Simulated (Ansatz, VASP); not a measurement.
One calculation of Ta3Cu, two programs

INCAR

```
PREC = Accurate
ENCUT = 520
EDIFF = 1E-7
ISMEAR = -1
SIGMA = 0.05
LREAL = F
LASPH = T
NELM = 60
ALGO = Normal
ISIF = 2
LWAVE = F
LCHARG = F
GGA = RE
NBANDS = 30
```

KPOINTS

```
regular mesh
0
Gamma
  5 5 5
```

POSCAR

```
Ta3Cu
1.0
   -2.0065070000      2.0065070000      4.2081700000
    2.0065070000     -2.0065070000      4.2081700000
    2.0065070000      2.0065070000     -4.2081700000
Ta Cu
3 1
Direct
    0.5000000000      0.5000000000      0.0000000000
    0.2500000000      0.7500000000      0.5000000000
    0.7500000000      0.2500000000      0.5000000000
    0.0000000000      0.0000000000      0.0000000000
```

input.yaml

```yaml
crystal:
  lattice:
    - [-2.006507, 2.006507, 4.20817]
    - [2.006507, -2.006507, 4.20817]
    - [2.006507, 2.006507, -4.20817]
  atoms:
    - { symbol: Ta, position: [0.5, 0.5, 0.0] }
    - { symbol: Ta, position: [0.25, 0.75, 0.5] }
    - { symbol: Ta, position: [0.75, 0.25, 0.5] }
    - { symbol: Cu, position: [0.0, 0.0, 0.0] }
hamiltonian:
  xc: revpbe
  pseudopotentials: { kind: paw }
kpoints:
  mp_grid: { grid: [5, 5, 5] }
scf:
  occupations: { method: fermi_dirac, width: 0.05 }
  n_extra_bands: 10
output:
  forces: true
  stress: true
  eigenvalues: true
  dos: { projected: true, de: 0.05, nscf_kmesh: { grid: [8, 8, 8] } }
```

Alike in both runs: functional revPBE; k mesh 5 × 5 × 5; occupations fermi-dirac, width 0.05 eV; no spin polarisation.

```csv
,VASP,Ansatz
version,VASP 6.6.1,Ansatz 0.2.0
potentials or method,"VASP PAW PBE potentials, release 64 (Ta_pv, Cu)",Ansatz PAW
plane-wave cutoff (eV),520,420
valence electrons in the cell,44,58
task,single point,projected density of states
```

|  | VASP | Ansatz | Ansatz less VASP |
| --- | --- | --- | --- |
| gap on the k mesh at the Fermi level (eV) | none | none | - |
| pressure (GPa) | 3.1 | 2.8 | -0.25 |
| traceless stress, the component that is largest in VASP (GPa) | -0.76 | -0.62 | +0.147 |

VASP's potentials were made for PBE, not for revPBE. A gap of «none» marks a metal or a gap that the smearing closes. VASP's potentials hold 44 valence electrons a cell and Ansatz's 58, so a difference there can come from the potentials and not from the codes.

The k mesh is coarse, so the values compare programs but aren't converged. Spin-orbit coupling is off throughout.
